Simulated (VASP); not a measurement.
Input of a VASP 6.6.1 run:

The input INCAR:

```
SYSTEM = SrCa3
PREC = Accurate ; ENCUT = 520
EDIFF = 1E-7 ; ISMEAR = -1
SIGMA = 0.1 ; LREAL = .False.
LASPH = .True. ; NELM = 80
ALGO = Normal ; ISIF = 2
LWAVE = .False. ; LCHARG = .True.
GGA = CA ; LELF = .True.
LVHAR = .True. ; NBANDS = 28
```

Contents of KPOINTS:

```
regular mesh
0
Gamma
  4 4 4
  0 0 0
```

File POSCAR:

```
SrCa3
1.0
    0.0000000000      4.5178760000      4.5178760000
    4.5178760000      0.0000000000      4.5178760000
    4.5178760000      4.5178760000      0.0000000000
Sr Ca
1 3
Direct
    0.0000000000      0.0000000000      0.0000000000
    0.2500000000      0.2500000000      0.2500000000
    0.7500000000      0.7500000000      0.7500000000
    0.5000000000      0.5000000000      0.5000000000
```

Potentials or basis: VASP PAW LDA potentials, release 64 (Sr_sv, Ca_sv).

Command:

```bash
$ cat potpaw_LDA.64/Sr_sv/POTCAR potpaw_LDA.64/Ca_sv/POTCAR > POTCAR
$ mpirun -np 1 vasp_std > vasp.out
```

(1) Estimate the pressure.

(2) Estimate the band gap on the k mesh.

Results:

(1) -2.0 GPa.

(2) zero (band 20 reaches 1.84 eV, above the bottom of band 21 at 1.63 eV).
